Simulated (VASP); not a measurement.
Runs of VASP 6.6.1 on Os. The structure is that of space group P6_3/mmc (No. 194), or close to it. The cells are those of the table. 

| task | cell | cutoff (eV) | gap on the mesh (eV) | pressure (GPa) |
| --- | --- | --- | --- | --- |
| single point | a = 2.696, b = 2.696, c = 4.259 Å, angles 90.0, 90.0, 120.0°, 2 atoms | 520 | none | 11.2 |
| relaxation of cell and atoms | relaxed to 1 GPa from a = 2.716, b = 2.716, c = 4.287 Å, angles 90.0, 90.0, 120.0°, 2 atoms | 600 | none | 1.0 |
| single point | a = 2.714, b = 2.714, c = 4.284 Å, angles 90.0, 90.0, 120.0°, 2 atoms | 520 | none | 2.0 |
| single point | a = 2.687, b = 2.687, c = 4.247 Å, angles 90.0, 90.0, 120.0°, 2 atoms | 520 | none | (a) |
| single point | a = 2.716, b = 2.716, c = 4.287 Å, angles 90.0, 90.0, 120.0°, 2 atoms | 520 | none | 1.0 |

Alike in all rows: level LDA; potentials or basis VASP PAW LDA potentials, release 64 (Os); no spin polarisation; k mesh 20 × 20 × 12; smearing fermi-dirac 0.05 eV.

Q: Fill in the values left out.

A: (a) 16.4.

Caveats: spin-orbit coupling is left out, which moves the levels of the heavy elements; the cell stands under pressure (at least some runs); the cell is relaxed towards a set pressure, so the run minimises the enthalpy, not the energy (at least some runs).

A k mesh can miss the band edges, and the runs leave out spin-orbit coupling on Os.

A gap of «none» marks levels without a gap at the run's occupations.
